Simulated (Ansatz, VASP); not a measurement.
## Two plane-wave programs on In

INCAR

```
SYSTEM = In
PREC = Accurate
ENCUT = 520
EDIFF = 1E-6
ISMEAR = -1
SIGMA = 0.1
LREAL = .FALSE.
LASPH = .TRUE.
NELM = 80
ALGO = Normal
ISIF = 2
LWAVE = .FALSE.
LCHARG = .FALSE.
GGA = B5
ALDAX = 1.0
AGGAX = 1.0
AGGAC = 1.0
ALDAC = 0.0
NBANDS = 12
```

Contents of KPOINTS:

```
regular mesh
0
G
  16 16 16
  0 0 0
```

File POSCAR:

```
In
1.0
    3.1255857064      0.0000000000      0.0000000000
    0.0000000000      3.1255857064      0.0000000000
    0.0000000000      0.0000000000      3.1255857064
In
1
Direct
    0.0000000000      0.0000000000      0.0000000000
```

Input for Ansatz:

```yaml
crystal:
  lattice:
    - [3.1255857064, 0.0, 0.0]
    - [0.0, 3.1255857064, 0.0]
    - [0.0, 0.0, 3.1255857064]
  atoms:
    - { symbol: In, position: [0.0, 0.0, 0.0] }
hamiltonian:
  xc: blyp
  pseudopotentials:
    kind: paw
    azcp:
      In: "pseudopotentials/In.paw.azcp"
basis:
  ecutwfc: 420
  fft_grid_basis: typed
kpoints:
  mp_grid: { grid: [16, 16, 16], shift: [0, 0, 0] }
magnetization:
  spin_polarized: false
scf:
  occupations: { method: fermi_dirac, width: 0.1 }
output:
  stress: true
```

Alike in both runs: task single point; functional BLYP; k mesh 16 × 16 × 16; occupations fermi-dirac, width 0.1 eV; no spin polarisation.

|  | VASP | Ansatz |
| --- | --- | --- |
| version | VASP 6.6.1 | Ansatz 0.2.0 |
| potentials or method | VASP PAW PBE potentials, release 64 (In_d), cutoff 520 eV | plane waves (420 eV) with PAW, scalar-relativistic |
| valence electrons in the cell | 13 | 13 |

|  | VASP | Ansatz | Ansatz less VASP |
| --- | --- | --- | --- |
| pressure (GPa) | 2.1 | 2.1 | +0.04 |

VASP's potentials were made for PBE, not for BLYP. With one functional, cell and mesh, what is left measures potentials, basis and numerics.
